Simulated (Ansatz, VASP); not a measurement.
# CoSi4 in VASP and in Ansatz

```
Co Si
1.0
     4.28589    0.00000    0.00000
     0.00000    4.28589    0.00000
     0.00000    0.00000    4.28589
Co Si
1 4
Direct
  0.00000 0.00000 0.00000
  0.29276 0.29276 0.29276
  0.70724 0.70724 0.29276
  0.29276 0.70724 0.70724
  0.70724 0.29276 0.70724
```

Change from the starting cell: species swapped into the SnI4 type (P-43m, No. 215).

Alike in both runs: functional PBE; k mesh 10 × 10 × 10; occupations gaussian, width 0.1 eV; no spin polarisation.

Ansatz relaxed the structure, and its values are those at the end. VASP's run is a single point on that final structure, the one shown.

|  | VASP | Ansatz |
| --- | --- | --- |
| version | VASP 6.6.1 | Ansatz 0.2.0 |
| potentials or method | VASP PAW PBE potentials, release 64 (Co, Si), cutoff 520 eV | scalar-relativistic, plane waves, PAW |
| valence electrons in the cell | 25 | 33 |

|  | VASP | Ansatz | Ansatz less VASP |
| --- | --- | --- | --- |
| gap on the k mesh at the Fermi level (eV) | none | none | - |
| pressure (GPa) | 0.0 | 0.0 | +0.06 |
| rms of the force components (eV/Å) | 0.010 | 0.001 | -0.0096 |

A gap of «none» marks a metal or a gap that the smearing closes. VASP's potentials hold 25 valence electrons a cell and Ansatz's 33, so a difference there can come from the potentials and not from the codes.
